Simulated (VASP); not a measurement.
The system is K2H3Au.

```xyz
6
Lattice="2.9153 1.6832 4.2447 -2.9153 1.6832 4.2447 0.0000 -3.3663 4.2447" Properties=species:S:1:pos:R:3 pbc="T T T"
K     0.0000    0.0000    4.7664
K     0.0000    0.0000    7.9676
H     0.0000   -1.6832    2.1223
H    -1.4577    0.8416    2.1223
H     1.4577    0.8416    2.1223
Au    0.0000    0.0000    0.0000
```

- Program: VASP 6.6.1
- Task: relaxation of cell and atoms
- Functional: PBEsol
- Potentials or basis: VASP PAW PBE potentials, release 64 (K_sv, H, Au)
- Cutoff: 600 eV
- k mesh: 4 × 4 × 4
- Occupations: fermi-dirac, width 0.03 eV
- Spin: no spin polarisation

At the start: pressure -5.7 GPa; volume 20.83 Å³/atom.

**Question.** Where does the relaxation end?

**Answer.** Over 14 steps the energy falls by 371.3 meV/atom and the volume is 14.67 Å³/atom (-29.6 %); space group R-3m (No. 166, to 0.1 Å) before and after.

Step by step:
```
step  energy change (eV)  largest force (eV/Å)  pressure (GPa)  volume (Å³)
   1              0.0000                0.2639           -5.75       124.97
   2             -0.8306                0.4762           -5.52       111.77
   3             -1.4240                3.8963           10.57        75.79
   4             -1.7569                1.1735           -2.84        94.13
   5             -1.8768                2.3288            2.69        83.22
   6             -1.9107                1.8261            0.25        86.88
   7             -2.1686                0.3464            2.26        82.86
   8             -2.1715                0.1575            2.70        82.32
   9             -2.2192                0.0521            0.70        86.11
  10             -2.2251                0.0083           -0.26        88.34
  11             -2.2252                0.0110           -0.19        88.18
  12             -2.2276                0.0156           -0.07        88.10
  13             -2.2278                0.0175           -0.02        88.06
  14             -2.2278                0.0023            0.01        88.02
```

Final structure:
```
CELL_PARAMETERS angstrom
2.86234 1.65257 3.10141
-2.86234 1.65257 3.10141
0.00000 -3.30514 3.10141
ATOMIC_POSITIONS crystal
K 0.35277 0.35277 0.35277
K 0.64723 0.64723 0.64723
H 0.00000 0.00000 0.50000
H 0.00000 0.50000 0.00000
H 0.50000 0.00000 0.00000
Au 0.00000 0.00000 0.00000
```

Caveat: the volume moved by over 15 % at a fixed basis, so the end points are rough; the PAW data sets were made with another functional, which shifts forces and pressure a little.
